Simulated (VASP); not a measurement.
# C in VASP: notebook, part 2 of 2

VASP 6.6.1. The steps go on from the part before.

**5. Single point, PBE+D3(BJ) (biaxial strain in the a-b plane: -4.0 %)**

Input file INCAR:

```
PREC     = Accurate       # precision mode
ENCUT    = 520            # plane-wave cutoff, eV
EDIFF    = 1E-7           # SCF threshold, eV
ISMEAR   = 0              # smearing method
SIGMA    = 0.02           # smearing width, eV
LREAL    = False          # projectors in reciprocal space
LASPH    = True           # aspherical terms in the spheres
NELM     = 80             # most SCF steps
ALGO     = Normal         # electronic algorithm
ISIF     = 2              # what is computed and relaxed
LWAVE    = False          # write WAVECAR
LCHARG   = False          # write CHGCAR
GGA      = PE             # functional
IVDW     = 12             # dispersion correction
NBANDS   = 16             # bands
```

Input file KPOINTS:

```
Automatic mesh
0
Gamma
  8 12 8
```

Input file POSCAR:

```
C
1.0
    4.0986286759      0.0000000000      0.0000000000
    0.0000000000      2.3663264856      0.0000000000
   -1.3619340167      0.0000000000      3.4549202602
C
4
Direct
    0.8333952644      0.0000000000      0.0001982332
    0.6666047356      0.5000000000      0.9998017668
    0.3333952644      0.5000000000      0.0001982332
    0.1666047356      0.0000000000      0.9998017668
```

Potentials or basis: VASP PAW PBE potentials, release 64 (C).

Command:

```sh
cat potpaw_PBE.64/C/POTCAR > POTCAR
mpirun -np 1 vasp_std > vasp.out
```

OUTCAR:

```text
PREC = Accurate
   ENCUT = 520
   EDIFF = 1E-7
   ISMEAR = 0
   LREAL = False
   LASPH = True
   NELM = 80
   ISIF = 2
   GGA = PE
   IVDW = 12
 IVDW          = 12

 ion  position               nearest neighbor table
   1  0.833  0.000  0.000-   2 1.37   2 1.37   4 1.37
   2  0.667  0.500  1.000-   1 1.37   1 1.37   3 1.37
   3  0.333  0.500  0.000-   4 1.37   4 1.37   2 1.37
   4  0.167  0.000  1.000-   3 1.37   3 1.37   1 1.37

  LATTYP: Found a simple monoclinic cell.
 ALAT       =     3.7136691116
 B/A-ratio  =     0.6371936795
 C/A-ratio  =     1.1036601681
 COS(beta)  =    -0.3667354241

  Lattice vectors:

 A1 = (  -1.3619340167,   0.0000000000,   3.4549202602)
 A2 = (   0.0000000000,  -2.3663264856,   0.0000000000)
 A3 = (   4.0986286759,   0.0000000000,   0.0000000000)

Analysis of symmetry for initial positions (statically):
=====================================================================
 Subroutine PRICEL returns following result:

  LATTYP: Found a base centered monoclinic cell.
 ALAT       =     4.0986286759
 B/A-ratio  =     0.5773459058
 C/A-ratio  =     0.9060760086
 COS(beta)  =    -0.3667354241

  Lattice vectors:

 A1 = (   2.0493143379,  -1.1831632428,   0.0000000000)
 A2 = (   2.0493143379,   1.1831632428,   0.0000000000)
 A3 = (  -1.3619340167,   0.0000000000,   3.4549202602)

   2 primitive cells build up your supercell.

 Routine SETGRP: Setting up the symmetry group for a
 simple monoclinic supercell.

 Subroutine GETGRP returns: Found  4 space group operations
 (whereof  4 operations were pure point group operations)
 out of a pool of  4 trial point group operations.

The static configuration has the point symmetry C_2h.

Analysis of symmetry for dynamics (positions and initial velocities):
=====================================================================
 Subroutine PRICEL returns following result:

  LATTYP: Found a base centered monoclinic cell.
 ALAT       =     4.0986286759
 B/A-ratio  =     0.5773459058
 C/A-ratio  =     0.9060760086
 COS(beta)  =    -0.3667354241

  Lattice vectors:

 A1 = (   2.0493143379,  -1.1831632428,   0.0000000000)
 A2 = (   2.0493143379,   1.1831632428,   0.0000000000)
 A3 = (  -1.3619340167,   0.0000000000,   3.4549202602)

   2 primitive cells build up your supercell.

 Routine SETGRP: Setting up the symmetry group for a
 simple monoclinic supercell.

 Subroutine GETGRP returns: Found  4 space group operations
 (whereof  4 operations were pure point group operations)
 out of a pool of  4 trial point group operations.

The dynamic configuration has the point symmetry C_2h.

 Subroutine INISYM returns: Found  4 space group operations
 (whereof  4 operations are pure point group operations),
 and found     2 'primitive' translations

----------------------------------------------------------------------------------------

                                     Primitive cell

  volume of cell :      16.7541

  direct lattice vectors                    reciprocal lattice vectors
     2.049314338 -1.183163243  0.000000000     0.243984044 -0.422595955  0.096178824
[... 37 lines left out ...]
 ===========================================

 Found    238 irreducible k-points:

 Following reciprocal coordinates:
            Coordinates               Weight
  0.000000  0.000000  0.000000      1.000000
  0.125000  0.000000  0.000000      2.000000
  0.250000  0.000000  0.000000      2.000000
  0.375000  0.000000  0.000000      2.000000
  0.500000  0.000000  0.000000      1.000000
  0.000000  0.083333  0.000000      2.000000
[... 16 lines left out ...]
  0.250000  0.333333  0.000000      4.000000
  0.375000  0.333333  0.000000      4.000000
 [... further k-points ...]
   k-points           NKPTS =    238   k-points in BZ     NKDIM =    238   number of bands    NBANDS=     16
   number of dos      NEDOS =    301   number of ions     NIONS =      4
   total plane-waves  NPLWV =  15120
   dimension x,y,z NGX =    30 NGY =   18 NGZ =   28
   dimension x,y,z NGXF=    60 NGYF=   36 NGZF=   56
   ions per type =               4
   NGX,Y,Z   is equivalent  to a cutoff of  12.17, 12.65, 12.53 a.u.
   NGXF,Y,Z  is equivalent  to a cutoff of  24.34, 25.29, 25.07 a.u.
 SYSTEM =  unknown system
   PREC   = accura    normal or accurate (medium, high low for compatibility)
   ISTART =      0    job   : 0-new  1-cont  2-samecut
   ICHARG =      2    charge: 1-file 2-atom 10-const
   ISPIN  =      1    spin polarized calculation?
   LNONCOLLINEAR =      F non collinear calculations
   LSORBIT =      F    spin-orbit coupling
   LASPH  =      T    aspherical Exc in radial PAW
   ENCUT  =  520.0 eV  38.22 Ry    6.18 a.u.   7.62  4.40  6.90*2*pi/ulx,y,z
   NELM   =     80;   NELMIN=  2; NELMDL= -5     # of ELM steps
   EDIFF  = 0.1E-06   stopping-criterion for ELM
   LREAL  =      F    real-space projection
   EDIFFG = 0.1E-05   stopping-criterion for IOM
   NSW    =      0    number of steps for IOM
   IBRION =     -1    ionic relax: 0-MD 1-quasi-New 2-CG
   NFREE  =      0    steps in history (QN), initial steepest desc. (CG)
   ISIF   =      2    stress and relaxation
   ISYM   =      2    0-nonsym 1-usesym 2-fastsym
   POTIM  = 0.5000    time-step for ionic-motion
   TEBEG  =    0.0;   TEEND  =   0.0 temperature during run
   PSTRESS=    0.0 pullay stress
   NELECT =      16.0000    total number of electrons
   NUPDOWN=      -1.0000    fix difference up-down
   EMIN   =  10.00;   EMAX   =-10.00  energy-range for DOS
   EFERMI =   0.00;   METHOD = LEGACY
   ISMEAR =     0;   SIGMA  =   0.02  broadening in eV -4-tet -1-fermi 0-gaus
   EFERMI_NEDOS =   21; number of points for ismear=-14 and -15
   IALGO  =     38    algorithm
   IMIX   =      4    mixing-type and parameters
     AMIX     =   0.40;   BMIX     =  1.00
     AMIX_MAG =   1.60;   BMIX_MAG =  1.00
  volume/ion in A,a.u.               =       8.38        56.53
  Fermi-wavevector in a.u.,A,eV,Ry     =   1.279571  2.418039 22.276847  1.637302
  Thomas-Fermi vector in A             =   2.412049
   LORBIT       =      0    0 simple, 1 ext, 2 COOP (PROOUT), +10 PAW based schemes
   GGA     = PE    functional components
   LHFCALC =     F    Hartree Fock is set to
   AEXX    =    0.0000 exact exchange contribution
   IVDW    =    12    specifies the selected vdW correction
   LEPSILON=     F    determine dielectric tensor
   LRPA    =     F    only Hartree local field effects (RPA)
 non-spin polarized calculation
 Gauss-broadening in eV      SIGMA  =   0.02
  energy-cutoff  :      520.00
  volume of cell :       33.51
 maximum number of plane-waves:       924
   NGX = 15   NGY =  9   NGZ = 13

 number of electron      15.9999999 magnetization

 Free energy of the ion-electron system (eV)
  ---------------------------------------------------
  ext. energy  EPLUGINS =         0.00000000
  ---------------------------------------------------
  free energy    TOTEN  =       -36.35225223 eV

  energy without entropy =      -36.35225223  energy(sigma->0) =      -36.35225223

 E-fermi :   5.0787     XC(G=0): -10.3598

 val. band max:        4.9183773406   @ k =   0.0000   0.3333   0.0000
 cond. band min:       5.4372782973   @ k =   0.0000   0.3333   0.3750
 fundamental gap:      0.5189009567
 Fermi energy:         5.0787164739

 k-point     1 :       0.0000    0.0000    0.0000
  band No.  band energies     occupation
      1     -15.4532      2.00000
      2      -9.4660      2.00000
      3      -8.8349      2.00000
      4      -2.4453      2.00000
      5      -1.5800      2.00000
      6       2.2298      2.00000
[... 433 lines left out ...]
      3      -6.5441      2.00000
      4      -5.0977      2.00000
      5      -2.8421      2.00000
      6      -0.9619      2.00000
[... 8 lines left out ...]
     15      19.4201      0.00000
     16      20.9990      0.00000

 [... further k-points ...]

------------------------ aborting loop because EDIFF is reached ----------------------------------------

 Edisp (eV)   -0.57863

 E8    (eV) :    -0.1633

  FORCE on cell =-STRESS in cart. coord.  units (eV):
  Direction    XX          YY          ZZ          XY          YZ          ZX
  --------------------------------------------------------------------------------------
  -------------------------------------------------------------------------------------
  Total      13.23046    13.20984    -0.22725     0.00000     0.00000    -0.00100
  in kB     632.60761   631.62159   -10.86567     0.00000     0.00000    -0.04795
  external pressure =      417.79 kB  Pullay stress =        0.00 kB

 VOLUME and BASIS-vectors are now :
 -----------------------------------------------------------------------------
  energy-cutoff  :      520.00
  volume of cell :       33.51
      direct lattice vectors                 reciprocal lattice vectors
     4.098628676  0.000000000  0.000000000     0.243984044  0.000000000  0.096178824
     0.000000000  2.366326486  0.000000000     0.000000000  0.422595955  0.000000000
    -1.361934017  0.000000000  3.454920260     0.000000000  0.000000000  0.289442281

 POSITION                                       TOTAL-FORCE (eV/Angst)
 -----------------------------------------------------------------------------------
      3.41551      0.00000      0.00068        -0.003236      0.000000     -0.006053
      1.37050      1.18316      3.45424         0.003236      0.000000      0.006053
      1.36619      1.18316      0.00068        -0.003236      0.000000     -0.006053
     -0.67881      0.00000      3.45424         0.003236     -0.000000      0.006053
 -----------------------------------------------------------------------------------
    total drift:                                0.000000      0.000000     -0.000000

  FREE ENERGIE OF THE ION-ELECTRON SYSTEM (eV)
  ---------------------------------------------------
  free  energy   TOTEN  =       -36.9308860299 eV

  energy  without entropy=      -36.9308860299  energy(sigma->0) =      -36.93088603
```

It took 2.1 min on 1 thread of Intel Xeon 8259CL, shared host; peak memory 0.22 GiB.

What came out:

| Property | Result |
| --- | --- |
| Free energy | -36.9309 eV |
| Pressure | 41.8 GPa |
| Largest force | 0.007 eV/Å |
| Dispersion energy per atom | -0.145 eV |

Forces in eV/Å, atoms in the order of the input:
```
C   -0.003  0.000 -0.006
C    0.003  0.000  0.006
C   -0.003  0.000 -0.006
C    0.003  0.000  0.006
```

Stress tensor (GPa, compression positive):
```
63.26  0.00  0.00
 0.00 63.16  0.00
 0.00  0.00 -1.09
```

Caveat: the cell differs from its parent crystal (biaxial strain in the a-b plane: -4.0 %); the stress differs along the axes, from -1 to 63 GPa.

**6. Single point, PBE+D3(BJ) (biaxial strain in the a-b plane: -2.0 %, then relaxed in part)**

Input file INCAR:

```
SYSTEM = C
  PREC = Accurate
  ENCUT = 520
  EDIFF = 1E-6
  ISMEAR = 0
  SIGMA = 0.02
  LREAL = .False.
  LASPH = .True.
  NELM = 80
  ALGO = Normal
  ISIF = 2
  LWAVE = .False.
  LCHARG = .False.
  GGA = PE
  IVDW = 12
  NBANDS = 16
```

Input file KPOINTS:

```
Automatic mesh
0
Gamma
  8 12 8
  0 0 0
```

Input file POSCAR:

```
C
1.0
    4.1840160806      0.0000000000     -0.0024076381
    0.0000000000      2.4156249541      0.0000000000
   -1.3922722030      0.0000000000      3.3488169076
C
4
Direct
    0.8333952644      0.0000000000      0.0001982332
    0.6666047356      0.5000000000      0.9998017668
    0.3333952644      0.5000000000      0.0001982332
    0.1666047356      0.0000000000      0.9998017668
```

Potentials or basis: VASP PAW PBE potentials, release 64 (C).

Command:

```sh
cat potpaw_PBE.64/C/POTCAR > POTCAR
mpirun -np 1 vasp_std > vasp.out
```

It took 2 min on 1 thread of Intel Xeon 8259CL, shared host; peak memory 0.22 GiB.

The run converged. Its results:

```yaml
Free_energy: -37.3387 eV
Pressure: 20.1 GPa
Dispersion_energy_per_atom: -0.156 eV
```

Stress tensor (GPa, compression positive):
```
30.23  0.00 -0.02
 0.00 30.20  0.00
-0.02  0.00 -0.10
```

Caveat: the cell differs from its parent crystal (biaxial strain in the a-b plane: -2.0 %, then relaxed in part); the stress differs along the axes, from -0 to 30 GPa.

**7. Summary**

```csv
cell,pressure (GPa),largest force (eV/Å)
"a = 4.013, b = 2.317, c = 3.591 Å, angles 90.0, 111.9, 90.0°, 4 atoms",69.4,-
"a = 4.099, b = 2.366, c = 3.613 Å, angles 90.0, 112.2, 90.0°, 4 atoms",43.5,-
"a = 4.013, b = 2.317, c = 3.741 Å, angles 90.0, 110.9, 90.0°, 4 atoms",65.8,0.01
"a = 4.099, b = 2.366, c = 3.714 Å, angles 90.0, 111.5, 90.0°, 4 atoms",41.8,0.01
"a = 4.184, b = 2.416, c = 3.627 Å, angles 90.0, 112.6, 90.0°, 4 atoms",20.1,-
```

Alike in all rows: task single point; level PBE+D3(BJ); potentials or basis VASP PAW PBE potentials, release 64 (C); no spin polarisation; k mesh 8 × 12 × 8; cutoff (eV) 520; smearing gaussian 0.02 eV.

Caveats: the stress differs along the axes, from -0 to 104 GPa (at least some runs); the stress differs along the axes, from -0 to 65 GPa (at least some runs); the stress differs along the axes, from -1 to 100 GPa (at least some runs); the stress differs along the axes, from -1 to 63 GPa (at least some runs); the stress differs along the axes, from -0 to 30 GPa (at least some runs).

Total energies depend on the potentials used, so only differences within one code and one set of settings carry meaning.
